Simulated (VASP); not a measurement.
Input of a VASP 6.6.1 run:

The input INCAR:

```
PREC = Accurate ; ENCUT = 600
EDIFF = 1E-7 ; ISMEAR = 0
SIGMA = 0.2 ; LREAL = F
LASPH = T ; NELM = 80
ALGO = Normal ; ISIF = 3
LWAVE = F ; LCHARG = F
GGA = PE ; IBRION = 2
NSW = 36 ; EDIFFG = -0.08
```

File KPOINTS:

```
regular mesh
0
Gamma
  6 6 2
```

Contents of POSCAR:

```
Mg2Zn3O
1.0
    2.9000000000      0.0000000000      0.0000000000
   -1.4500000000      2.5114736700      0.0000000000
    0.0000000000      0.0000000000     11.4000000000
Mg Zn O
2 3 1
Direct
    0.6666666700      0.3333333300      0.8950000000
    0.3333333300      0.6666666700      0.1050000000
    0.3333333300      0.6666666700      0.6900000000
    0.0000000000      0.0000000000      0.5000000000
    0.6666666700      0.3333333300      0.3100000000
    0.0000000000      0.0000000000      0.0000000000
```

Potentials or basis: VASP PAW PBE potentials, release 64 (Mg, Zn, O).

The run is started by

```sh
$ cat potpaw_PBE.64/Mg/POTCAR potpaw_PBE.64/Zn/POTCAR potpaw_PBE.64/O/POTCAR > POTCAR
$ mpirun -np 1 vasp_std > vasp.out
```

Predict the relaxed cell.

a = 3.033 Å, b = 3.033 Å, c = 11.081 Å, α = 90.00°, β = 90.00°, γ = 120.00°.

Estimate the band gap on the k mesh.

zero (band 23 reaches 3.60 eV, above the bottom of band 24 at 2.93 eV).

Forces in eV/Å, atoms in the order of the input:
```
Mg   0.000  0.000  0.009
Mg   0.000  0.000 -0.009
Zn   0.000  0.000  0.007
Zn   0.000  0.000  0.000
Zn   0.000  0.000 -0.007
O    0.000  0.000  0.000
```

Caveat: the k points lie up to 0.40 Å⁻¹ apart in the final cell; the relaxation stopped at a loose force limit of 0.08 eV/Å, so its end isn't a converged minimum.
